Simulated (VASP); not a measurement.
Wanted: the native input for a VASP 6.6.1 run.

```yaml
Task: single point
Functional: PBEsol-based global hybrid
Potentials_or_basis: VASP PAW PBE potentials, release 64 (Pb_d)
Cutoff: 520 eV
k_mesh: 5 × 5 × 5
Occupations: fermi-dirac, width 0.05 eV
Spin: no spin polarisation
Dipole_correction: no
Grid_for_exact_exchange_PRECFOCK: Normal
Share_of_exact_exchange: 0.25
Further_INCAR_settings: ALGO = Normal; EDIFF = 1e-06; NBANDS = 13
```

Crystal: Pb.

```
Pb
1.0
     0.00000    2.44945    2.44945
     2.44945    0.00000    2.44945
     2.44945    2.44945    0.00000
Pb
1
Direct
  0.00000 0.00000 0.00000
```

These files were run (other wordings do the same):

POSCAR

```
Pb
1.0
    0.0000000000      2.4494527375      2.4494527375
    2.4494527375      0.0000000000      2.4494527375
    2.4494527375      2.4494527375      0.0000000000
Pb
1
Direct
    0.0000000000      0.0000000000      0.0000000000
```

INCAR.step1

```
  PREC = Accurate
  ENCUT = 520
  EDIFF = 1E-5
  ISMEAR = -1
  SIGMA = 0.05
  LREAL = False
  LASPH = True
  NELM = 100
  ALGO = Normal
  ISIF = 2
  LWAVE = True
  LCHARG = False
  GGA = PE
  NBANDS = 13
```

INCAR.step2

```
  PREC = Accurate
  ENCUT = 520
  EDIFF = 1E-6
  ISMEAR = -1
  SIGMA = 0.05
  LREAL = False
  LASPH = True
  NELM = 100
  ALGO = Normal
  ISIF = 2
  LWAVE = False
  LCHARG = False
  GGA = PS
  LHFCALC = True
  AEXX = 0.25
  PRECFOCK = Normal
  ISTART = 1
  NBANDS = 13
```

KPOINTS

```
regular mesh
0
Gamma
  5 5 5
```

Potentials or basis: VASP PAW PBE potentials, release 64 (Pb_d).

Run with:

```bash
$ cat potpaw_PBE.64/Pb_d/POTCAR > POTCAR
$ cp INCAR.step1 INCAR
$ mpirun -np 1 vasp_std > vasp.out
$ cp INCAR.step2 INCAR
$ mpirun -np 1 vasp_std > vasp.out
```

Results of the run:

```yaml
Pressure: -0.3 GPa
Band_gap_on_the_k_mesh: zero (band 7 reaches 16.25 eV, above the bottom of band 8 at 6.36 eV)
```

Caveat: the k points lie up to 0.44 Å⁻¹ apart; the PAW data sets were made with another functional, which shifts forces and pressure a little; spin-orbit coupling is left out, which moves the levels of the heavy elements.

It took 5.5 min on 1 thread of AMD EPYC 7R13 Processor (Zen 3), on a shared host, peak memory 0.14 GiB.
